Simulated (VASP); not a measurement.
# Pt (Fm-3m) in VASP: a series of runs

Pt is run at these levels: PBEsol; tasks: single point, relaxation of cell and atoms.

Everything below comes from runs of VASP 6.6.1. Logs are shortened: lines on timing, memory, paths and dates and some standing lists are left out, and cuts for length are marked.

### Step 1. The cell of the first run

Symmetry: Fm-3m, No. 225, cubic system. Conventional cell: a = 3.859 Å, b = 3.859 Å, c = 3.859 Å, α = 90.00°, β = 90.00°, γ = 90.00°. Pt (site symmetry m-3m) has 12 Pt at 2.73 Å within 3.6 Å.

### Step 2. Single point, PBEsol

Input file INCAR:

```
SYSTEM = Pt
PREC = Accurate
ENCUT = 500
EDIFF = 1E-6
ISMEAR = 1
SIGMA = 0.05
LREAL = .FALSE.
LASPH = .TRUE.
NELM = 120
ALGO = Normal
ISIF = 2
LWAVE = .FALSE.
LCHARG = .FALSE.
GGA = PS
NBANDS = 11
GGA_COMPAT = .FALSE.
```

Input file KPOINTS:

```
regular mesh
0
G
  10 10 10
  0 0 0
```

Input file POSCAR:

```
Pt
1.0
    0.0000000000      1.9293056224      1.9293056224
    1.9293056224      0.0000000000      1.9293056224
    1.9293056224      1.9293056224      0.0000000000
Pt
1
Direct
    0.0000000000      0.0000000000      0.0000000000
```

Potentials or basis: VASP PAW PBE potentials, release 64 (Pt).

Run with:

```bash
> cat potpaw_PBE.64/Pt/POTCAR > POTCAR
> mpirun -np 1 vasp_std > vasp.out
```

OUTCAR:

```text
SYSTEM = Pt
   PREC = Accurate
   ENCUT = 500
   EDIFF = 1E-6
   ISMEAR = 1
   LREAL = .FALSE.
   LASPH = .TRUE.
   NELM = 120
   ISIF = 2
   GGA = PS

 ion  position               nearest neighbor table
   1  0.000  0.000  0.000-

  LATTYP: Found a face centered cubic cell.
 ALAT       =     3.8586112448

  Lattice vectors:

 A1 = (   0.0000000000,   1.9293056224,   1.9293056224)
 A2 = (   1.9293056224,   0.0000000000,   1.9293056224)
 A3 = (   1.9293056224,   1.9293056224,   0.0000000000)

Analysis of symmetry for initial positions (statically):
=====================================================================
 Subroutine PRICEL returns:
 Original cell was already a primitive cell.

 Routine SETGRP: Setting up the symmetry group for a
 face centered cubic supercell.

 Subroutine GETGRP returns: Found 48 space group operations
 (whereof 48 operations were pure point group operations)
 out of a pool of 48 trial point group operations.

The static configuration has the point symmetry O_h .

Analysis of symmetry for dynamics (positions and initial velocities):
=====================================================================
 Subroutine PRICEL returns:
 Original cell was already a primitive cell.

 Routine SETGRP: Setting up the symmetry group for a
 face centered cubic supercell.

 Subroutine GETGRP returns: Found 48 space group operations
 (whereof 48 operations were pure point group operations)
 out of a pool of 48 trial point group operations.

The dynamic configuration has the point symmetry O_h .

 Subroutine INISYM returns: Found 48 space group operations
 (whereof 48 operations are pure point group operations),
 and found     1 'primitive' translations

----------------------------------------------------------------------------------------

                                     Primitive cell

  volume of cell :      14.3626

  direct lattice vectors                    reciprocal lattice vectors
     0.000000000  1.929305622  1.929305622    -0.259160599  0.259160599  0.259160599
     1.929305622  0.000000000  1.929305622     0.259160599 -0.259160599  0.259160599
     1.929305622  1.929305622  0.000000000     0.259160599  0.259160599 -0.259160599

  length of vectors
     2.728450177  2.728450177  2.728450177     0.448879324  0.448879324  0.448879324

  position of ions in fractional coordinates (direct lattice)
     0.000000000  0.000000000  0.000000000

  ion indices of the primitive-cell ions
   primitive index   ion index
                 1           1

----------------------------------------------------------------------------------------

 KPOINTS: regular mesh

Automatic generation of k-mesh.
 Grid dimensions read from file:
 generate k-points for:   10   10   10

 Generating k-lattice:

  Cartesian coordinates                     Fractional coordinates (reciprocal lattice)
    -0.025916060  0.025916060  0.025916060     0.100000000  0.000000000  0.000000000
     0.025916060 -0.025916060  0.025916060     0.000000000  0.100000000  0.000000000
     0.025916060  0.025916060 -0.025916060     0.000000000  0.000000000  0.100000000

  Length of vectors
     0.044887932  0.044887932  0.044887932

  Shift w.r.t. Gamma in fractional coordinates (k-lattice)
     0.000000000  0.000000000  0.000000000

 Subroutine IBZKPT returns following result:
 ===========================================

 Found     47 irreducible k-points:

 Following reciprocal coordinates:
            Coordinates               Weight
  0.000000  0.000000  0.000000      1.000000
  0.100000  0.000000  0.000000      8.000000
  0.200000  0.000000  0.000000      8.000000
  0.300000  0.000000  0.000000      8.000000
  0.400000  0.000000  0.000000      8.000000
  0.500000  0.000000  0.000000      4.000000
[... 16 lines left out ...]
  0.300000  0.300000  0.000000      6.000000
  0.400000  0.300000  0.000000     24.000000
 [... further k-points ...]
   k-points           NKPTS =     47   k-points in BZ     NKDIM =     47   number of bands    NBANDS=     11
   number of dos      NEDOS =    301   number of ions     NIONS =      1
   total plane-waves  NPLWV =   8000
   dimension x,y,z NGX =    20 NGY =   20 NGZ =   20
   dimension x,y,z NGXF=    40 NGYF=   40 NGZF=   40
   ions per type =               1
   NGX,Y,Z   is equivalent  to a cutoff of  12.19, 12.19, 12.19 a.u.
   NGXF,Y,Z  is equivalent  to a cutoff of  24.37, 24.37, 24.37 a.u.
 SYSTEM =  Pt
   PREC   = accura    normal or accurate (medium, high low for compatibility)
   ISTART =      0    job   : 0-new  1-cont  2-samecut
   ICHARG =      2    charge: 1-file 2-atom 10-const
   ISPIN  =      1    spin polarized calculation?
   LNONCOLLINEAR =      F non collinear calculations
   LSORBIT =      F    spin-orbit coupling
   LASPH  =      T    aspherical Exc in radial PAW
   ENCUT  =  500.0 eV  36.75 Ry    6.06 a.u.   4.97  4.97  4.97*2*pi/ulx,y,z
   NELM   =    120;   NELMIN=  2; NELMDL= -5     # of ELM steps
   EDIFF  = 0.1E-05   stopping-criterion for ELM
   LREAL  =      F    real-space projection
   EDIFFG = 0.1E-04   stopping-criterion for IOM
   NSW    =      0    number of steps for IOM
   IBRION =     -1    ionic relax: 0-MD 1-quasi-New 2-CG
   NFREE  =      0    steps in history (QN), initial steepest desc. (CG)
   ISIF   =      2    stress and relaxation
   ISYM   =      2    0-nonsym 1-usesym 2-fastsym
   POTIM  = 0.5000    time-step for ionic-motion
   TEBEG  =    0.0;   TEEND  =   0.0 temperature during run
   PSTRESS=    0.0 pullay stress
   NELECT =      10.0000    total number of electrons
   NUPDOWN=      -1.0000    fix difference up-down
   EMIN   =  10.00;   EMAX   =-10.00  energy-range for DOS
   EFERMI =   0.00;   METHOD = LEGACY
   ISMEAR =     1;   SIGMA  =   0.05  broadening in eV -4-tet -1-fermi 0-gaus
   EFERMI_NEDOS =   21; number of points for ismear=-14 and -15
   IALGO  =     38    algorithm
   IMIX   =      4    mixing-type and parameters
     AMIX     =   0.40;   BMIX     =  1.00
     AMIX_MAG =   1.60;   BMIX_MAG =  1.00
  volume/ion in A,a.u.               =      14.36        96.92
  Fermi-wavevector in a.u.,A,eV,Ry     =   1.450988  2.741970 28.645243  2.105366
  Thomas-Fermi vector in A             =   2.568537
   LORBIT       =      0    0 simple, 1 ext, 2 COOP (PROOUT), +10 PAW based schemes
   GGA     = PS    functional components
   LHFCALC =     F    Hartree Fock is set to
   AEXX    =    0.0000 exact exchange contribution
   IVDW    =     0    specifies the selected vdW correction
   LEPSILON=     F    determine dielectric tensor
   LRPA    =     F    only Hartree local field effects (RPA)
 non-spin polarized calculation
 Methfessel and Paxton  Order N= 1 SIGMA  =   0.05
  energy-cutoff  :      500.00
  volume of cell :       14.36
 maximum number of plane-waves:       373
   NGX =  9   NGY =  9   NGZ =  9

 number of electron      10.0000000 magnetization

 number of electron       9.9999999 magnetization

 Free energy of the ion-electron system (eV)
  ---------------------------------------------------
  ext. energy  EPLUGINS =         0.00000000
  ---------------------------------------------------
  free energy    TOTEN  =        -6.92038981 eV

  energy without entropy =       -6.92052011  energy(sigma->0) =       -6.92043325

 E-fermi :  12.1050     XC(G=0): -13.9179

 val. band max:       12.0981895675   @ k =   0.5000   0.5000   0.0000
 cond. band min:      12.1260363776   @ k =   0.5000   0.0000   0.0000
 fundamental gap:      0.0278468101
 Fermi energy:        12.1049804013

 k-point     1 :       0.0000    0.0000    0.0000
  band No.  band energies     occupation
      1       1.2021      2.00000
      2       7.9493      2.00000
      3       7.9493      2.00000
      4       7.9493      2.00000
      5      10.3088      2.00000
      6      10.3088      2.00000
      7      26.5344      0.00000
      8      31.7709      0.00000
      9      31.7709      0.00000
     10      31.7709      0.00000
     11      37.2485      0.00000

 k-point     2 :       0.1000    0.0000    0.0000
  band No.  band energies     occupation
      1       1.6186      2.00000
      2       7.7642      2.00000
      3       8.1110      2.00000
      4       8.1110      2.00000
      5      10.2216      2.00000
      6      10.2216      2.00000
      7      27.1905      0.00000
      8      29.9857      0.00000
      9      32.4342      0.00000
     10      32.4342      0.00000
     11      39.0393      0.00000

 k-point     3 :       0.2000    0.0000    0.0000
  band No.  band energies     occupation
      1       2.7130      2.00000
      2       7.4859      2.00000
      3       8.3604      2.00000
      4       8.3604      2.00000
      5      10.2471      2.00000
      6      10.2471      2.00000
      7      27.1105      0.00000
      8      28.4557      0.00000
      9      34.2243      0.00000
     10      34.2243      0.00000
     11      36.6197      0.00000

 k-point     4 :       0.3000    0.0000    0.0000
  band No.  band energies     occupation
      1       3.8142      2.00000
      2       7.9596      2.00000
      3       8.2508      2.00000
      4       8.2508      2.00000
      5      10.8735      2.00000
      6      10.8735      2.00000
      7      23.8903      0.00000
      8      27.9627      0.00000
      9      34.8459      0.00000
     10      34.8459      0.00000
     11      36.5932      0.00000
[... 239 lines left out ...]
 k-point    22 :      -0.2000    0.2000    0.0000
  band No.  band energies     occupation
      1       4.7352      2.00000
      2       6.9128      2.00000
      3       7.9728      2.00000
      4       9.2350      2.00000
      5       9.4607      2.00000
      6      12.5029     -0.00000
      7      25.0533      0.00000
      8      27.9262      0.00000
      9      30.5703      0.00000
     10      32.9114      0.00000
     11      36.7565      0.00000

 k-point    23 :       0.3000    0.3000    0.0000
  band No.  band energies     occupation
      1       4.6131      2.00000
      2       5.7768      2.00000
      3       9.1013      2.00000
      4      10.4430      2.00000
      5      10.4430      2.00000
      6      11.4247      2.00000
      7      27.9371      0.00000
      8      27.9371      0.00000
      9      29.1628      0.00000
     10      31.7768      0.00000
     11      32.7811      0.00000

 k-point    24 :       0.4000    0.3000    0.0000
  band No.  band energies     occupation
      1       4.9180      2.00000
      2       5.5772      2.00000
      3       9.1883      2.00000
      4      10.6371      2.00000
      5      12.0189      2.03519
      6      12.2572     -0.00015
      7      24.3524      0.00000
      8      26.6761      0.00000
      9      27.3215      0.00000
     10      32.4917      0.00000
     11      34.6616      0.00000

 [... further k-points ...]

------------------------ aborting loop because EDIFF is reached ----------------------------------------

  FORCE on cell =-STRESS in cart. coord.  units (eV):
  Direction    XX          YY          ZZ          XY          YZ          ZX
  --------------------------------------------------------------------------------------
  -------------------------------------------------------------------------------------
  Total        1.3144170      1.3144170      1.3144170     -0.0000000      0.0000000     -0.0000000
  in kB      146.6258861    146.6258861    146.6258861     -0.0000000      0.0000000     -0.0000000
  external PRESSURE =     146.6258861 kB  Pullay stress =       0.0000000 kB

 VOLUME and BASIS-vectors are now :
 -----------------------------------------------------------------------------
  energy-cutoff  :      500.00
  volume of cell :       14.36
      direct lattice vectors                 reciprocal lattice vectors
     0.000000000  1.929305622  1.929305622    -0.259160599  0.259160599  0.259160599
     1.929305622  0.000000000  1.929305622     0.259160599 -0.259160599  0.259160599
     1.929305622  1.929305622  0.000000000     0.259160599  0.259160599 -0.259160599

 POSITION                                       TOTAL-FORCE (eV/Angst)
 -----------------------------------------------------------------------------------
      0.00000      0.00000      0.00000         0.000000      0.000000      0.000000
 -----------------------------------------------------------------------------------
    total drift:                                0.000000      0.000000      0.000000

  FREE ENERGIE OF THE ION-ELECTRON SYSTEM (eV)
  ---------------------------------------------------
  free  energy   TOTEN  =        -6.9203898150 eV

  energy  without entropy=       -6.9205201142  energy(sigma->0) =       -6.92043325
```

Run time: 3.5 s. Hardware: 1 thread of Intel Xeon 6975P-C (Granite Rapids), shared host; peak memory 0.12 GiB.

Results:

* Free energy: -6.9204 eV
* Pressure: 14.7 GPa
* Band gap on the k mesh: zero (bands 5 and 6 overlap by 2.40 eV)

Levels at points of the mesh, in eV from the Fermi level:
```csv
k point,band 2,band 3,band 4,band 5,band 6,band 7,band 8,band 9
"(0.00, 0.00, 0.00)",-4.16,-4.16,-4.16,-1.80,-1.80,14.43,19.67,19.67
"(0.50, 0.00, 0.00)",-4.23,-4.23,-0.79,0.02,0.02,6.15,14.00,19.23
"(0.50, 0.50, 0.00)",-7.22,-0.01,0.51,0.51,1.57,9.34,11.45,11.45
```

Caveat: the cell stands under pressure; the PAW data sets were made with another functional, which shifts forces and pressure a little; spin-orbit coupling is left out, which moves the levels of the heavy elements.

### Step 3. Single point, PBEsol

This run uses another cell than the first one, of 13.84 Å³/atom.

Input file INCAR:

```
PREC     = Accurate       # precision mode
ENCUT    = 500            # plane-wave cutoff, eV
EDIFF    = 1E-6           # SCF threshold, eV
ISMEAR   = 1              # smearing method
SIGMA    = 0.05           # smearing width, eV
LREAL    = F              # projectors in reciprocal space
LASPH    = T              # aspherical terms in the spheres
NELM     = 120            # most SCF steps
ALGO     = Normal         # electronic algorithm
ISIF     = 2              # what is computed and relaxed
LWAVE    = F              # write WAVECAR
LCHARG   = F              # write CHGCAR
GGA      = PS             # functional
NBANDS   = 11             # bands
GGA_COMPAT= F
```

Input file KPOINTS:

```
Automatic mesh
0
Gamma
  10 10 10
```

Input file POSCAR:

```
Pt
1.0
    0.0000000000      1.9054650105      1.9054650105
    1.9054650105      0.0000000000      1.9054650105
    1.9054650105      1.9054650105      0.0000000000
Pt
1
Direct
    0.0000000000      0.0000000000      0.0000000000
```

Potentials or basis: VASP PAW PBE potentials, release 64 (Pt).

Run with:

```bash
> cat potpaw_PBE.64/Pt/POTCAR > POTCAR
> mpirun -np 1 vasp_std > vasp.out
```

Run time: 4.5 s. Hardware: 1 thread of Intel Xeon 6975P-C (Granite Rapids), shared host; peak memory 0.12 GiB.

The run converged. Its results:

* Free energy: -6.8480 eV
* Pressure: 29.7 GPa
* Band gap on the k mesh: zero (bands 5 and 6 overlap by 2.56 eV)

Levels at points of the mesh, in eV from the Fermi level:
| k point | band 3 | band 4 | band 5 | band 6 | band 7 | band 8 |
| --- | --- | --- | --- | --- | --- | --- |
| (0.00, 0.00, 0.00) | -4.42 | -4.42 | -1.92 | -1.92 | 14.28 | 19.73 |
| (0.50, 0.00, 0.00) | -4.50 | -0.96 | 0.02 | 0.02 | 6.46 | 13.86 |
| (0.50, 0.50, 0.00) | -0.01 | 0.55 | 0.55 | 1.49 | 9.77 | 11.55 |

Caveat: the cell stands under pressure; the PAW data sets were made with another functional, which shifts forces and pressure a little; spin-orbit coupling is left out, which moves the levels of the heavy elements.

### Step 4. Single point, PBEsol

This run uses another cell than the first one, of 13.41 Å³/atom.

Input file INCAR:

```
  PREC = Accurate
  ENCUT = 500
  EDIFF = 1E-6
  ISMEAR = 1
  SIGMA = 0.05
  LREAL = False
  LASPH = True
  NELM = 120
  ALGO = Normal
  ISIF = 2
  LWAVE = False
  LCHARG = True
  GGA = PS
  LELF = True
  LVHAR = True
  NBANDS = 11
  GGA_COMPAT = False
```

Input file KPOINTS:

```
regular mesh
0
Gamma
  10 10 10
```

Input file POSCAR:

```
Pt
1.0
    0.0000000000      1.8855143702      1.8855143702
    1.8855143702      0.0000000000      1.8855143702
    1.8855143702      1.8855143702      0.0000000000
Pt
1
Direct
    0.0000000000      0.0000000000      0.0000000000
```

Run with:

```bash
> cat potpaw_PBE.64/Pt/POTCAR > POTCAR
> mpirun -np 1 vasp_std > vasp.out
```

Wall time 4.4 s (1 thread of Intel Xeon 6975P-C (Granite Rapids), shared host); peak memory 0.13 GiB.

It converged, with:

| Property | Result |
| --- | --- |
| Free energy | -6.7483 eV |
| Pressure | 44.8 GPa |
| Band gap on the k mesh | zero (bands 5 and 6 overlap by 2.71 eV) |

Levels at points of the mesh, in eV from the Fermi level:
| k point | band 1 | band 2 | band 3 | band 4 | band 5 | band 6 | band 7 | band 8 | band 9 | band 10 |
| --- | --- | --- | --- | --- | --- | --- | --- | --- | --- | --- |
| (0.00, 0.00, 0.00) | -11.77 | -4.66 | -4.66 | -4.66 | -2.02 | -2.02 | 14.13 | 19.77 | 19.77 | 19.77 |
| (0.50, 0.00, 0.00) | -8.77 | -4.75 | -4.75 | -1.11 | 0.02 | 0.02 | 6.73 | 13.73 | 19.64 | 19.64 |
| (0.50, 0.50, 0.00) | -8.60 | -8.06 | -0.01 | 0.58 | 0.58 | 1.42 | 10.15 | 11.63 | 11.63 | 21.52 |

Caveat: the cell stands under pressure; the PAW data sets were made with another functional, which shifts forces and pressure a little; spin-orbit coupling is left out, which moves the levels of the heavy elements.

### Step 5. Single point, PBEsol

This run uses another cell than the first one, of 15.04 Å³/atom.

Input file INCAR:

```
SYSTEM = Pt
PREC = Accurate
ENCUT = 500
EDIFF = 1E-6
ISMEAR = 1
SIGMA = 0.05
LREAL = .FALSE.
LASPH = .TRUE.
NELM = 120
ALGO = Normal
ISIF = 2
LWAVE = .FALSE.
LCHARG = .TRUE.
GGA = PS
LELF = .TRUE.
LVHAR = .TRUE.
NBANDS = 11
GGA_COMPAT = .FALSE.
```

Input file KPOINTS:

```
regular mesh
0
G
  10 10 10
  0 0 0
```

Input file POSCAR:

```
Pt
1.0
    0.0000000000      1.9590981444      1.9590981444
    1.9590981444      0.0000000000      1.9590981444
    1.9590981444      1.9590981444      0.0000000000
Pt
1
Direct
    0.0000000000      0.0000000000      0.0000000000
```

Run with:

```bash
> cat potpaw_PBE.64/Pt/POTCAR > POTCAR
> mpirun -np 1 vasp_std > vasp.out
```

Wall time 3.7 s (1 thread of Intel Xeon 6975P-C (Granite Rapids), shared host); peak memory 0.12 GiB.

The run converged. Its results:

```yaml
Free_energy: -6.9496 eV
Pressure: -0.4 GPa
Band_gap_on_the_k_mesh: zero (bands 5 and 6 overlap by 2.21 eV)
```

Levels at points of the mesh, in eV from the Fermi level:
| k point | band 3 | band 4 | band 5 | band 6 | band 7 | band 8 |
| --- | --- | --- | --- | --- | --- | --- |
| (0.00, 0.00, 0.00) | -3.85 | -3.85 | -1.66 | -1.66 | 14.59 | 19.56 |
| (0.50, 0.00, 0.00) | -3.91 | -0.59 | 0.02 | 0.02 | 5.80 | 14.14 |
| (0.50, 0.50, 0.00) | 0.00 | 0.47 | 0.47 | 1.68 | 8.84 | 11.32 |

Caveat: the PAW data sets were made with another functional, which shifts forces and pressure a little; spin-orbit coupling is left out, which moves the levels of the heavy elements.

(Continued in part 2 of 2.)
